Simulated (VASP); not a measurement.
Crystal: BiTe.

```xyz
2
Lattice="0.0000 3.2350 3.2350 3.2350 0.0000 3.2350 3.2350 3.2350 0.0000" Properties=species:S:1:pos:R:3 pbc="T T T"
Bi    0.0000    0.0000    0.0000
Te    3.2350    3.2350    3.2350
```

* Program: VASP 6.6.1
* Task: relaxation of cell and atoms
* Functional: PBEsol
* Dispersion: D3(BJ)
* Potentials or basis: VASP PAW PBE potentials, release 64 (Bi_d, Te)
* Cutoff: 600 eV
* k mesh: 7 × 7 × 7
* Occupations: fermi-dirac, width 0.05 eV
* Spin: no spin polarisation

At the start: pressure -3.6 GPa; volume 33.86 Å³/atom.

Task: Where does the relaxation end?

Result: Over 3 steps the energy falls by 29.0 meV/atom and the volume is 31.48 Å³/atom (-7.0 %); space group Fm-3m (No. 225, to 0.05 Å).

Step by step:
```csv
step,energy change (eV),largest force (eV/Å),pressure (GPa),volume (Å³)
1,0.0000,0.0000,-3.65,67.71
2,-0.0383,0.0000,2.63,60.44
3,-0.0580,0.0000,0.00,62.95
```

Final structure:
```
CELL_PARAMETERS angstrom
0.00000 3.15737 3.15737
3.15737 0.00000 3.15737
3.15737 3.15737 0.00000
ATOMIC_POSITIONS crystal
Bi 0.00000 0.00000 0.00000
Te 0.50000 0.50000 0.50000
```

Caveat: the PAW data sets were made with another functional, which shifts forces and pressure a little; pairwise dispersion overbinds metals, which lowers pressure and volume.
